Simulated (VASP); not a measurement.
# AlN (F-43m) in VASP: notebook

The runs below take AlN through single point, with PBE.

Everything below comes from runs of VASP 6.6.1. Logs are shortened: lines on timing, memory, paths and dates and some standing lists are left out, and cuts for length are marked.

**1. The cell of the first run**

It takes space group F-43m (No. 216, cubic). Conventional cell: a = 4.292 Å, b = 4.292 Å, c = 4.292 Å, α = 90.00°, β = 90.00°, γ = 90.00°. Al (site symmetry -43m) has 4 N at 1.86 Å within 2.5 Å. Within 2.5 Å of N (site symmetry -43m) lie 4 Al at 1.86 Å.

**2. Single point, PBE**

INCAR

```
SYSTEM = AlN
  PREC = Accurate
  ENCUT = 520
  EDIFF = 1E-6
  ISMEAR = 0
  SIGMA = 0.05
  LREAL = .False.
  LASPH = .True.
  NELM = 100
  ALGO = Normal
  ISIF = 2
  LWAVE = .False.
  LCHARG = .False.
  GGA = PE
  NBANDS = 11
```

KPOINTS

```
Automatic mesh
0
Gamma
  10 10 10
  0 0 0
```

POSCAR

```
AlN
1.0
    0.0000000000      2.1462274258      2.1462274258
    2.1462274258      0.0000000000      2.1462274258
    2.1462274258      2.1462274258      0.0000000000
Al N
1 1
Direct
    0.0000000000      0.0000000000      0.0000000000
    0.7500000000      0.7500000000      0.7500000000
```

Potentials or basis: VASP PAW PBE potentials, release 64 (Al, N).

Started as:

```
$ cat potpaw_PBE.64/Al/POTCAR potpaw_PBE.64/N/POTCAR > POTCAR
$ mpirun -np 1 vasp_std > vasp.out
```

OUTCAR:

```text
SYSTEM = AlN
   PREC = Accurate
   ENCUT = 520
   EDIFF = 1E-6
   ISMEAR = 0
   LREAL = .False.
   LASPH = .True.
   NELM = 100
   ISIF = 2
   GGA = PE

 ion  position               nearest neighbor table
   1  0.000  0.000  0.000-   2 1.86   2 1.86   2 1.86   2 1.86
   2  0.750  0.750  0.750-   1 1.86   1 1.86   1 1.86   1 1.86

  LATTYP: Found a face centered cubic cell.
 ALAT       =     4.2924548516

  Lattice vectors:

 A1 = (   0.0000000000,   2.1462274258,   2.1462274258)
 A2 = (   2.1462274258,   0.0000000000,   2.1462274258)
 A3 = (   2.1462274258,   2.1462274258,   0.0000000000)

Analysis of symmetry for initial positions (statically):
=====================================================================
 Subroutine PRICEL returns:
 Original cell was already a primitive cell.

 Routine SETGRP: Setting up the symmetry group for a
 face centered cubic supercell.

 Subroutine GETGRP returns: Found 24 space group operations
 (whereof 24 operations were pure point group operations)
 out of a pool of 48 trial point group operations.

The static configuration has the point symmetry T_d .

Analysis of symmetry for dynamics (positions and initial velocities):
=====================================================================
 Subroutine PRICEL returns:
 Original cell was already a primitive cell.

 Routine SETGRP: Setting up the symmetry group for a
 face centered cubic supercell.

 Subroutine GETGRP returns: Found 24 space group operations
 (whereof 24 operations were pure point group operations)
 out of a pool of 48 trial point group operations.

The dynamic configuration has the point symmetry T_d .

 Subroutine INISYM returns: Found 24 space group operations
 (whereof 24 operations are pure point group operations),
 and found     1 'primitive' translations

----------------------------------------------------------------------------------------

                                     Primitive cell

  volume of cell :      19.7723

  direct lattice vectors                    reciprocal lattice vectors
     0.000000000  2.146227426  2.146227426    -0.232966923  0.232966923  0.232966923
     2.146227426  0.000000000  2.146227426     0.232966923 -0.232966923  0.232966923
     2.146227426  2.146227426  0.000000000     0.232966923  0.232966923 -0.232966923

  length of vectors
     3.035223934  3.035223934  3.035223934     0.403510548  0.403510548  0.403510548

  position of ions in fractional coordinates (direct lattice)
     0.000000000  0.000000000  0.000000000
     0.750000000  0.750000000  0.750000000

  ion indices of the primitive-cell ions
   primitive index   ion index
                 1           1
                 2           2

----------------------------------------------------------------------------------------

 KPOINTS: Automatic mesh

Automatic generation of k-mesh.
 Grid dimensions read from file:
 generate k-points for:   10   10   10

 Generating k-lattice:

  Cartesian coordinates                     Fractional coordinates (reciprocal lattice)
    -0.023296692  0.023296692  0.023296692     0.100000000  0.000000000  0.000000000
     0.023296692 -0.023296692  0.023296692     0.000000000  0.100000000  0.000000000
     0.023296692  0.023296692 -0.023296692     0.000000000  0.000000000  0.100000000

  Length of vectors
     0.040351055  0.040351055  0.040351055

  Shift w.r.t. Gamma in fractional coordinates (k-lattice)
     0.000000000  0.000000000  0.000000000

 Subroutine IBZKPT returns following result:
 ===========================================

 Found     47 irreducible k-points:

 Following reciprocal coordinates:
            Coordinates               Weight
  0.000000  0.000000  0.000000      1.000000
  0.100000  0.000000  0.000000      8.000000
  0.200000  0.000000  0.000000      8.000000
  0.300000  0.000000  0.000000      8.000000
  0.400000  0.000000  0.000000      8.000000
  0.500000  0.000000  0.000000      4.000000
[... 16 lines left out ...]
  0.300000  0.300000  0.000000      6.000000
  0.400000  0.300000  0.000000     24.000000
 [... further k-points ...]
   k-points           NKPTS =     47   k-points in BZ     NKDIM =     47   number of bands    NBANDS=     11
   number of dos      NEDOS =    301   number of ions     NIONS =      2
   total plane-waves  NPLWV =  13824
   dimension x,y,z NGX =    24 NGY =   24 NGZ =   24
   dimension x,y,z NGXF=    48 NGYF=   48 NGZF=   48
   ions per type =               1   1
   NGX,Y,Z   is equivalent  to a cutoff of  13.15, 13.15, 13.15 a.u.
   NGXF,Y,Z  is equivalent  to a cutoff of  26.29, 26.29, 26.29 a.u.
 SYSTEM =  AlN
   PREC   = accura    normal or accurate (medium, high low for compatibility)
   ISTART =      0    job   : 0-new  1-cont  2-samecut
   ICHARG =      2    charge: 1-file 2-atom 10-const
   ISPIN  =      1    spin polarized calculation?
   LNONCOLLINEAR =      F non collinear calculations
   LSORBIT =      F    spin-orbit coupling
   LASPH  =      T    aspherical Exc in radial PAW
   ENCUT  =  520.0 eV  38.22 Ry    6.18 a.u.   5.64  5.64  5.64*2*pi/ulx,y,z
   NELM   =    100;   NELMIN=  2; NELMDL= -5     # of ELM steps
   EDIFF  = 0.1E-05   stopping-criterion for ELM
   LREAL  =      F    real-space projection
   EDIFFG = 0.1E-04   stopping-criterion for IOM
   NSW    =      0    number of steps for IOM
   IBRION =     -1    ionic relax: 0-MD 1-quasi-New 2-CG
   NFREE  =      0    steps in history (QN), initial steepest desc. (CG)
   ISIF   =      2    stress and relaxation
   ISYM   =      2    0-nonsym 1-usesym 2-fastsym
   POTIM  = 0.5000    time-step for ionic-motion
   TEBEG  =    0.0;   TEEND  =   0.0 temperature during run
   PSTRESS=    0.0 pullay stress
   NELECT =       8.0000    total number of electrons
   NUPDOWN=      -1.0000    fix difference up-down
   EMIN   =  10.00;   EMAX   =-10.00  energy-range for DOS
   EFERMI =   0.00;   METHOD = LEGACY
   ISMEAR =     0;   SIGMA  =   0.05  broadening in eV -4-tet -1-fermi 0-gaus
   EFERMI_NEDOS =   21; number of points for ismear=-14 and -15
   IALGO  =     38    algorithm
   IMIX   =      4    mixing-type and parameters
     AMIX     =   0.40;   BMIX     =  1.00
     AMIX_MAG =   1.60;   BMIX_MAG =  1.00
  volume/ion in A,a.u.               =       9.89        66.72
  Fermi-wavevector in a.u.,A,eV,Ry     =   1.210837  2.288151 19.947865  1.466127
  Thomas-Fermi vector in A             =   2.346371
   LORBIT       =      0    0 simple, 1 ext, 2 COOP (PROOUT), +10 PAW based schemes
   GGA     = PE    functional components
   LHFCALC =     F    Hartree Fock is set to
   AEXX    =    0.0000 exact exchange contribution
   IVDW    =     0    specifies the selected vdW correction
   LEPSILON=     F    determine dielectric tensor
   LRPA    =     F    only Hartree local field effects (RPA)
 non-spin polarized calculation
 Gauss-broadening in eV      SIGMA  =   0.05
  energy-cutoff  :      520.00
  volume of cell :       19.77
 maximum number of plane-waves:       547
   NGX = 11   NGY = 11   NGZ = 11

 number of electron       7.9999998 magnetization

 Free energy of the ion-electron system (eV)
  ---------------------------------------------------
  ext. energy  EPLUGINS =         0.00000000
  ---------------------------------------------------
  free energy    TOTEN  =       -14.77040932 eV

  energy without entropy =      -14.77040932  energy(sigma->0) =      -14.77040932

 E-fermi :   6.8050     XC(G=0): -11.1642

 val. band max:        6.4745969699   @ k =   0.0000   0.0000   0.0000
 cond. band min:       9.8175822593   @ k =   0.5000   0.5000   0.0000
 fundamental gap:      3.3429852894
 Fermi energy:         6.8050487987

 k-point     1 :       0.0000    0.0000    0.0000
  band No.  band energies     occupation
      1      -8.8157      2.00000
      2       6.4746      2.00000
      3       6.4746      2.00000
      4       6.4746      2.00000
      5      11.1425      0.00000
      6      19.5626      0.00000
      7      19.5626      0.00000
      8      19.5626      0.00000
      9      24.5878      0.00000
     10      24.5878      0.00000
     11      26.0964      0.00000

 k-point     2 :       0.1000    0.0000    0.0000
  band No.  band energies     occupation
      1      -8.6601      2.00000
      2       5.6618      2.00000
      3       6.4226      2.00000
      4       6.4226      2.00000
      5      11.7893      0.00000
      6      19.1705      0.00000
      7      19.7026      0.00000
      8      19.7026      0.00000
      9      23.2916      0.00000
     10      23.2916      0.00000
     11      25.2842      0.00000

 k-point     3 :       0.2000    0.0000    0.0000
  band No.  band energies     occupation
      1      -8.2160      2.00000
      2       4.0138      2.00000
      3       6.2927      2.00000
      4       6.2927      2.00000
      5      12.9108      0.00000
      6      18.3490      0.00000
      7      19.5834      0.00000
      8      19.5834      0.00000
      9      22.7856      0.00000
     10      22.7856      0.00000
     11      24.4324      0.00000

 k-point     4 :       0.3000    0.0000    0.0000
  band No.  band energies     occupation
      1      -7.5669      2.00000
      2       2.2973      2.00000
      3       6.1438      2.00000
      4       6.1438      2.00000
      5      13.7569      0.00000
      6      17.5416      0.00000
      7      18.8307      0.00000
      8      18.8307      0.00000
      9      23.9536      0.00000
     10      23.9536      0.00000
     11      24.3141      0.00000

 k-point     5 :       0.4000    0.0000    0.0000
  band No.  band energies     occupation
      1      -6.9102      2.00000
      2       0.9409      2.00000
      3       6.0314      2.00000
      4       6.0314      2.00000
      5      14.1994      0.00000
      6      16.9383      0.00000
      7      18.1861      0.00000
      8      18.1861      0.00000
      9      24.8173      0.00000
     10      25.8932      0.00000
     11      25.8932      0.00000
[... 211 lines left out ...]
 k-point    21 :      -0.3000    0.2000    0.0000
  band No.  band energies     occupation
      1      -6.7458      2.00000
      2       1.7243      2.00000
      3       4.2116      2.00000
      4       5.9502      2.00000
      5      14.6038      0.00000
      6      16.0164      0.00000
      7      18.8194      0.00000
      8      19.1563      0.00000
      9      23.4016      0.00000
     10      25.9291      0.00000
     11      28.4756      0.00000

 k-point    22 :      -0.2000    0.2000    0.0000
  band No.  band energies     occupation
      1      -7.3539      2.00000
      2       2.6210      2.00000
      3       4.7284      2.00000
      4       6.2232      2.00000
      5      14.4316      0.00000
      6      16.8355      0.00000
      7      18.3903      0.00000
      8      19.3614      0.00000
      9      21.9156      0.00000
     10      25.6021      0.00000
     11      28.4628      0.00000

 k-point    23 :       0.3000    0.3000    0.0000
  band No.  band energies     occupation
      1      -7.1648      2.00000
      2       2.8902      2.00000
      3       5.1970      2.00000
      4       5.1970      2.00000
      5      11.9723      0.00000
      6      16.5333      0.00000
      7      18.9548      0.00000
      8      21.5859      0.00000
      9      21.5859      0.00000
     10      27.3871      0.00000
     11      31.1591      0.00000

 k-point    24 :       0.4000    0.3000    0.0000
  band No.  band energies     occupation
      1      -6.6633      2.00000
      2       2.2179      2.00000
      3       4.7184      2.00000
      4       5.0293      2.00000
      5      11.5063      0.00000
      6      16.3575      0.00000
      7      19.3811      0.00000
      8      21.6481      0.00000
      9      22.2020      0.00000
     10      28.4001      0.00000
     11      30.9428      0.00000

 [... further k-points ...]

------------------------ aborting loop because EDIFF is reached ----------------------------------------

  FORCE on cell =-STRESS in cart. coord.  units (eV):
  Direction    XX          YY          ZZ          XY          YZ          ZX
  --------------------------------------------------------------------------------------
  -------------------------------------------------------------------------------------
  Total        2.0784058      2.0784058      2.0784058      0.0000000     -0.0000000      0.0000000
  in kB      168.4161442    168.4161442    168.4161442      0.0000000     -0.0000000      0.0000000
  external PRESSURE =     168.4161442 kB  Pullay stress =       0.0000000 kB

 VOLUME and BASIS-vectors are now :
 -----------------------------------------------------------------------------
  energy-cutoff  :      520.00
  volume of cell :       19.77
      direct lattice vectors                 reciprocal lattice vectors
     0.000000000  2.146227426  2.146227426    -0.232966923  0.232966923  0.232966923
     2.146227426  0.000000000  2.146227426     0.232966923 -0.232966923  0.232966923
     2.146227426  2.146227426  0.000000000     0.232966923  0.232966923 -0.232966923

 POSITION                                       TOTAL-FORCE (eV/Angst)
 -----------------------------------------------------------------------------------
      0.00000      0.00000      0.00000         0.000000      0.000000      0.000000
      3.21934      3.21934      3.21934        -0.000000     -0.000000     -0.000000
 -----------------------------------------------------------------------------------
    total drift:                               -0.000000     -0.000000     -0.000000

  FREE ENERGIE OF THE ION-ELECTRON SYSTEM (eV)
  ---------------------------------------------------
  free  energy   TOTEN  =       -14.7704093167 eV

  energy  without entropy=      -14.7704093167  energy(sigma->0) =      -14.77040932
```

It took 5.8 s on 1 thread of AMD EPYC 9R45 (Zen 5), shared host; peak memory 0.1 GiB.

Results:

* Free energy: -14.7704 eV
* Pressure: 16.8 GPa
* Band gap on the k mesh: 3.34 eV, indirect (least direct gap 4.67 eV)

A k mesh can miss the band edges. PBE gaps usually lie below the measured ones, often by a third to a half.

**3. Single point, PBE**

This run uses another cell than the first one, of 10.40 Å³/atom, 1.052 times its volume.

INCAR

```
PREC = Accurate
ENCUT = 520
EDIFF = 1E-6
ISMEAR = 0
SIGMA = 0.05
LREAL = False
LASPH = True
NELM = 100
ALGO = Normal
ISIF = 2
LWAVE = False
LCHARG = False
GGA = PE
NBANDS = 11
```

KPOINTS

```
regular mesh
0
Gamma
  10 10 10
```

POSCAR

```
AlN
1.0
    0.0000000000      2.1829884494      2.1829884494
    2.1829884494      0.0000000000      2.1829884494
    2.1829884494      2.1829884494      0.0000000000
Al N
1 1
Direct
    0.0000000000      0.0000000000      0.0000000000
    0.7500000000      0.7500000000      0.7500000000
```

Potentials or basis: VASP PAW PBE potentials, release 64 (Al, N).

Started as:

```
$ cat potpaw_PBE.64/Al/POTCAR potpaw_PBE.64/N/POTCAR > POTCAR
$ mpirun -np 1 vasp_std > vasp.out
```

It took 5.9 s on 1 thread of AMD EPYC 9R45 (Zen 5), shared host; peak memory 0.1 GiB.

The run converged. Its results:

- Free energy: -14.8396 eV
- Pressure: 4.9 GPa
- Band gap on the k mesh: 3.32 eV, indirect (least direct gap 4.21 eV)

Levels at points of the mesh, in eV from the valence-band top:
```csv
k point,band 1,band 2,band 3,band 4,band 5,band 6,band 7,band 8,band 9
"(0.00, 0.00, 0.00)",-14.99,0.00,0.00,0.00,4.21,12.57,12.57,12.57,17.70
"(0.50, 0.00, 0.00)",-12.94,-5.86,-0.48,-0.48,7.39,9.87,11.16,11.16,18.01
"(0.50, 0.50, 0.00)",-12.30,-4.91,-1.78,-1.78,3.32,8.62,13.98,15.75,15.75
```

A k mesh can miss the band edges. Expect the measured gap to be larger: semilocal functionals such as PBE lack the derivative discontinuity.
